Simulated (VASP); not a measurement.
A run of VASP 6.6.1 is set up as follows.

File POSCAR:

```
SiO2
1.0
   -2.4964394534      2.4964394534      3.6940623351
    2.4964394534     -2.4964394534      3.6940623351
    2.4964394534      2.4964394534     -3.6940623351
Si O
2 4
Direct
    0.0000000000      0.0000000000      0.0000000000
    0.7500000000      0.2500000000      0.5000000000
    0.9733622718      0.6250000000      0.8483622718
    0.3750000000      0.2233622718      0.3483622718
    0.7766377282      0.1250000000      0.1516377282
    0.8750000000      0.0266377282      0.6516377282
```

Contents of INCAR.step1:

```
SYSTEM = SiO2
PREC = Accurate
ENCUT = 520
ISMEAR = 0
SIGMA = 0.01
LREAL = .FALSE.
LASPH = .TRUE.
NELM = 100
NBANDS = 25
GGA = PE
ALGO = Normal
EDIFF = 1E-4
LWAVE = .TRUE.
LCHARG = .FALSE.
```

The input INCAR.step2:

```
SYSTEM = SiO2
PREC = Accurate
ENCUT = 520
EDIFF = 1E-6
ISMEAR = 0
SIGMA = 0.01
LREAL = .FALSE.
LASPH = .TRUE.
NELM = 100
ALGO = Normal
ISIF = 2
LWAVE = .FALSE.
LCHARG = .FALSE.
METAGGA = R2SCAN
LMIXTAU = .TRUE.
NBANDS = 25
ISTART = 1
```

File KPOINTS:

```
regular mesh
0
G
  6 6 6
  0 0 0
```

Potentials or basis: VASP PAW PBE potentials, release 64 (Si, O).

Command:

```bash
$ cat potpaw_PBE.64/Si/POTCAR potpaw_PBE.64/O/POTCAR > POTCAR
$ cp INCAR.step1 INCAR
$ mpirun -np 1 vasp_std > vasp.out
$ cp INCAR.step2 INCAR
$ mpirun -np 1 vasp_std > vasp.out
```

(1) Predict the largest force.

(2) Estimate the pressure.

## Answers

(1) 0.322 eV/Å.

(2) -4.5 GPa.

Caveat: the cell stands under tension; the PAW data sets were made with another functional, which shifts forces and pressure a little.
